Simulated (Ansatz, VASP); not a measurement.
One calculation of HfB2, two programs

```
CELL_PARAMETERS angstrom
3.14000 0.00000 0.00000
-1.57000 2.71932 0.00000
0.00000 0.00000 3.48000
ATOMIC_POSITIONS crystal
Hf 0.00000 0.00000 0.00000
B 0.33333 0.66667 0.50000
B 0.66667 0.33333 0.50000
```

Alike in both runs: task electric field gradients; functional r2SCAN; k mesh 17 × 17 × 13; occupations fermi-dirac, width 0.05 eV; no spin polarisation.

```csv
,VASP,Ansatz
version,VASP 6.6.1,Ansatz 0.2.0
potentials or method,"VASP PAW PBE potentials, release 64 (Hf_pv, B)","plane-wave PAW, scalar-relativistic"
plane-wave cutoff (eV),520,500
valence electrons in the cell,16,32
```

VASP gave:

```
pressure (GPa)                                                : -1.3
traceless stress, the component that is largest in VASP (GPa) : 0.36
size of Vzz on the site where it differs most (V/Å²)          : 75.8
```

Question: What did Ansatz give for the same quantities?

Answer: Pressure (GPa): -0.7; traceless stress, the component that is largest in VASP (GPa): 0.28; size of Vzz on the site where it differs most (V/Å²): 106.2.

VASP's potentials were made for PBE, not for r2SCAN. VASP's potentials hold 16 valence electrons a cell and Ansatz's 32, so a difference there can come from the potentials and not from the codes.

Neither program's run includes spin-orbit coupling.
